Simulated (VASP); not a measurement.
# SnO2 (Pnnm) in VASP: notebook, part 2 of 2

VASP 6.6.1.

## Step 3: Single point, PBE (mode 4 frozen in at -0.084 Å and mode 7 at +0.000 Å (largest displacements))

Input file INCAR:

```
PREC     = Accurate       # precision mode
ENCUT    = 520            # plane-wave cutoff, eV
EDIFF    = 1E-6           # SCF threshold, eV
ISMEAR   = 0              # smearing method
SIGMA    = 0.05           # smearing width, eV
LREAL    = F              # projectors in reciprocal space
LASPH    = T              # aspherical terms in the spheres
NELM     = 100            # most SCF steps
ALGO     = Normal         # electronic algorithm
ISIF     = 2              # what is computed and relaxed
LWAVE    = F              # write WAVECAR
LCHARG   = T              # write CHGCAR
GGA      = PE             # functional
LELF     = T              # ELF
LVHAR    = T            
NBANDS   = 35             # bands
```

Input file KPOINTS:

```
regular mesh
0
Gamma
  6 6 8
```

Input file POSCAR:

```
SnO2
1.0
    4.8277932898      0.0000000000      0.0000000000
    0.0000000000      4.8278069739      0.0000000000
    0.0000000000      0.0000000000      3.2379014683
Sn O
2 4
Direct
    0.5000000000      0.5000000000      0.5000000000
    0.0000000000      0.0000000000      0.0000000000
    0.2942685581      0.3189326770      0.0000000000
    0.7942685581      0.1810673230      0.5000000000
    0.2057314419      0.8189326770      0.5000000000
    0.7057314419      0.6810673230      0.0000000000
```

Potentials or basis: VASP PAW PBE potentials, release 64 (Sn_d, O).

Launch:

```
$ cat potpaw_PBE.64/Sn_d/POTCAR potpaw_PBE.64/O/POTCAR > POTCAR
$ mpirun -np 1 vasp_std > vasp.out
```

OUTCAR:

```text
PREC = Accurate
   ENCUT = 520
   EDIFF = 1E-6
   ISMEAR = 0
   LREAL = F
   LASPH = T
   NELM = 100
   ISIF = 2
   GGA = PE

 ion  position               nearest neighbor table
   1  0.500  0.500  0.500-   3 2.09   6 2.09   3 2.09   6 2.09   5 2.10   4 2.10
   2  0.000  0.000  0.000-   4 2.09   5 2.09   4 2.09   5 2.09   3 2.10   6 2.10
   3  0.294  0.319  0.000-   1 2.09   1 2.09   2 2.10
   4  0.794  0.181  0.500-   2 2.09   2 2.09   1 2.10
   5  0.206  0.819  0.500-   2 2.09   2 2.09   1 2.10
   6  0.706  0.681  0.000-   1 2.09   1 2.09   2 2.10

  LATTYP: Found a simple tetragonal cell.
 ALAT       =     4.8277932898
 C/A-ratio  =     0.6706793920

  Lattice vectors:

 A1 = (   4.8277932898,   0.0000000000,   0.0000000000)
 A2 = (   0.0000000000,   4.8278069739,   0.0000000000)
 A3 = (   0.0000000000,   0.0000000000,   3.2379014683)

Analysis of symmetry for initial positions (statically):
=====================================================================
 Subroutine PRICEL returns:
 Original cell was already a primitive cell.

 Routine SETGRP: Setting up the symmetry group for a
 simple tetragonal supercell.

 Subroutine GETGRP returns: Found  8 space group operations
 (whereof  4 operations were pure point group operations)
 out of a pool of 16 trial point group operations.

The static configuration has the point symmetry C_2h.
 The point group associated with its full space group is D_2h.

Analysis of symmetry for dynamics (positions and initial velocities):
=====================================================================
 Subroutine PRICEL returns:
 Original cell was already a primitive cell.

 Routine SETGRP: Setting up the symmetry group for a
 simple tetragonal supercell.

 Subroutine GETGRP returns: Found  8 space group operations
 (whereof  4 operations were pure point group operations)
[... 124 lines left out ...]
   EMIN   =  10.00;   EMAX   =-10.00  energy-range for DOS
   EFERMI =   0.00;   METHOD = LEGACY
   ISMEAR =     0;   SIGMA  =   0.05  broadening in eV -4-tet -1-fermi 0-gaus
   EFERMI_NEDOS =   21; number of points for ismear=-14 and -15
   IALGO  =     38    algorithm
   IMIX   =      4    mixing-type and parameters
     AMIX     =   0.40;   BMIX     =  1.00
     AMIX_MAG =   1.60;   BMIX_MAG =  1.00
  volume/ion in A,a.u.               =      12.58        84.88
  Fermi-wavevector in a.u.,A,eV,Ry     =   1.445956  2.732461 28.446926  2.090790
  Thomas-Fermi vector in A             =   2.564080
   LORBIT       =      0    0 simple, 1 ext, 2 COOP (PROOUT), +10 PAW based schemes
   GGA     = PE    functional components
   LHFCALC =     F    Hartree Fock is set to
   AEXX    =    0.0000 exact exchange contribution
   IVDW    =     0    specifies the selected vdW correction
   LEPSILON=     F    determine dielectric tensor
   LRPA    =     F    only Hartree local field effects (RPA)
 non-spin polarized calculation
 Gauss-broadening in eV      SIGMA  =   0.05
  energy-cutoff  :      520.00
  volume of cell :       75.47
 maximum number of plane-waves:      2068
   NGX = 17   NGY = 17   NGZ = 13

 number of electron      52.0000002 magnetization

 Free energy of the ion-electron system (eV)
  ---------------------------------------------------
  ext. energy  EPLUGINS =         0.00000000
  ---------------------------------------------------
  free energy    TOTEN  =       -37.30106466 eV

  energy without entropy =      -37.30106466  energy(sigma->0) =      -37.30106466

 E-fermi :   5.7198     XC(G=0): -10.9788

 val. band max:        5.4710078969   @ k =   0.0000   0.0000   0.0000
 cond. band min:       6.2242033360   @ k =   0.0000   0.0000   0.0000
 fundamental gap:      0.7531954391
 Fermi energy:         5.7197691169

 k-point     1 :       0.0000    0.0000    0.0000
  band No.  band energies     occupation
      1     -15.4994      2.00000
      2     -14.8402      2.00000
      3     -14.6496      2.00000
      4     -14.6227      2.00000
      5     -14.6198      2.00000
      6     -14.5557      2.00000
[... 901 lines left out ...]
     34      17.3323      0.00000
     35      17.6171      0.00000

 [... further k-points ...]
[... 5 lines left out ...]
  --------------------------------------------------------------------------------------
  -------------------------------------------------------------------------------------
  Total       -0.1125286      0.3274888      0.2487603     -0.0000000      0.0000000      0.0000000
  in kB       -2.3889725      6.9525617      5.2811611     -0.0000000      0.0000000      0.0000000
  external PRESSURE =       3.2815834 kB  Pullay stress =       0.0000000 kB

 VOLUME and BASIS-vectors are now :
 -----------------------------------------------------------------------------
  energy-cutoff  :      520.00
  volume of cell :       75.47
      direct lattice vectors                 reciprocal lattice vectors
     4.827793290  0.000000000  0.000000000     0.207133972  0.000000000  0.000000000
     0.000000000  4.827806974  0.000000000     0.000000000  0.207133385  0.000000000
     0.000000000  0.000000000  3.237901468     0.000000000  0.000000000  0.308842011

 POSITION                                       TOTAL-FORCE (eV/Angst)
 -----------------------------------------------------------------------------------
      2.41390      2.41390      1.61895         0.000000      0.000000      0.000000
      0.00000      0.00000      0.00000         0.000000      0.000000      0.000000
      1.42067      1.53975      0.00000         0.041339     -0.045468      0.000000
      3.83456      0.87416      1.61895         0.041339      0.045468      0.000000
      0.99323      3.95365      1.61895        -0.041339     -0.045468      0.000000
      3.40713      3.28806      0.00000        -0.041339      0.045468      0.000000
 -----------------------------------------------------------------------------------
    total drift:                                0.000000      0.000000      0.000000

  FREE ENERGIE OF THE ION-ELECTRON SYSTEM (eV)
  ---------------------------------------------------
  free  energy   TOTEN  =       -37.3010646607 eV

  energy  without entropy=      -37.3010646607  energy(sigma->0) =      -37.30106466
```

Run time: 87 s. Hardware: 1 thread of Intel Xeon 6975P-C (Granite Rapids), shared host; peak memory 0.29 GiB.

Results:

```
Free energy            : -37.3011 eV
Pressure               : 0.3 GPa
Largest force          : 0.061 eV/Å
Band gap on the k mesh : 0.75 eV, direct
```

Forces in eV/Å, atoms in the order of the input:
```
Sn   0.000  0.000  0.000
Sn   0.000  0.000  0.000
O    0.041 -0.045  0.000
O    0.041  0.045  0.000
O   -0.041 -0.045  0.000
O   -0.041  0.045  0.000
```

Caveat: the cell differs from its parent crystal (mode 4 frozen in at -0.084 Å and mode 7 at +0.000 Å (largest displacements)); spin-orbit coupling is left out, which moves the levels of the heavy elements.
